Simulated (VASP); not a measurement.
Wanted: the native input for a VASP 6.6.1 run.

```yaml
Task: single point
Functional: PBE
Potentials_or_basis: VASP PAW PBE potentials, release 64 (Ta_pv)
Cutoff: 520 eV
k_mesh: 18 × 18 × 18
Occupations: gaussian, width 0.1 eV
Spin: no spin polarisation
Dipole_correction: no
Further_INCAR_settings: ALGO = Normal; EDIFF = 1e-06; NBANDS = 12
```

The structure of Ta lies in POSCAR:

```
Ta
1.0
   -1.7129602766      1.7129602766      1.7129602766
    1.7129602766     -1.7129602766      1.7129602766
    1.7129602766      1.7129602766     -1.7129602766
Ta
1
Direct
    0.0000000000      0.0000000000      0.0000000000
```

This cell differs from its parent crystal: volume scaled by 1.10.

The input as run:

INCAR

```
  ALGO = Normal
  EDIFF = 1E-6
  ENCUT = 520
  GGA = PE
  ISIF = 2
  ISMEAR = 0
  LASPH = True
  LCHARG = False
  LREAL = False
  LWAVE = False
  NBANDS = 12
  NELM = 80
  PREC = Accurate
  SIGMA = 0.1
```

KPOINTS

```
k-points
0
Gamma
  18 18 18
```

Potentials or basis: VASP PAW PBE potentials, release 64 (Ta_pv).

The run is started by

```sh
$ cat potpaw_PBE.64/Ta_pv/POTCAR > POTCAR
$ mpirun -np 1 vasp_std > vasp.out
```

Results of the run:

```
Pressure : -15.5 GPa
```

Run time: 11 s on 1 thread of Intel(R) Xeon(R) 6975P-C (Granite Rapids), with other jobs on the host, peak memory 0.17 GiB.
